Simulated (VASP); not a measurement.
Wanted: the native input for a VASP 6.6.1 run.

```
Task                   : single point
Functional             : PBE
Potentials or basis    : VASP PAW PBE potentials, release 64 (Si, C)
Cutoff                 : 520 eV
k mesh                 : 12 × 12 × 6
Occupations            : gaussian, width 0.05 eV
Spin                   : no spin polarisation
Dipole correction      : no
Further INCAR settings : ALGO = Normal; EDIFF = 1e-06; NBANDS = 16
```

The structure of SiC lies in POSCAR:

```
SiC
1.0
    3.2154370636      0.0000000000      0.0000000000
   -1.6077185318      2.7846501814      0.0000000000
    0.0000000000      0.0000000000      5.2769820245
Si C
2 2
Direct
    0.3333333333      0.6666666667      0.0045635313
    0.6666666667      0.3333333333      0.5045635313
    0.3333333333      0.6666666667      0.3804364687
    0.6666666667      0.3333333333      0.8804364687
```

This cell differs from its parent crystal: strain +0.040 along x and y, +0.040 along z.

The input as run:

INCAR

```
PREC = Accurate
ENCUT = 520
EDIFF = 1E-6
ISMEAR = 0
SIGMA = 0.05
LREAL = F
LASPH = T
NELM = 60
ALGO = Normal
ISIF = 2
LWAVE = F
LCHARG = F
GGA = PE
NBANDS = 16
```

KPOINTS

```
Automatic mesh
0
Gamma
  12 12 6
```

Potentials or basis: VASP PAW PBE potentials, release 64 (Si, C).

Launch:

```bash
$ cat potpaw_PBE.64/Si/POTCAR potpaw_PBE.64/C/POTCAR > POTCAR
$ mpirun -np 1 vasp_std > vasp.out
```

It gave:

| Property | Result |
| --- | --- |
| Pressure | -19.8 GPa |
| Largest force | 0.017 eV/Å |
| Band gap on the k mesh | 2.50 eV (least direct gap 3.71 eV) |

Caveat: the cell differs from its parent crystal (strain +0.040 along x and y, +0.040 along z); the cell stands under tension.

Wall time 57 s on 1 thread of Intel Xeon 8259CL, with other jobs on the host, peak memory 0.18 GiB.
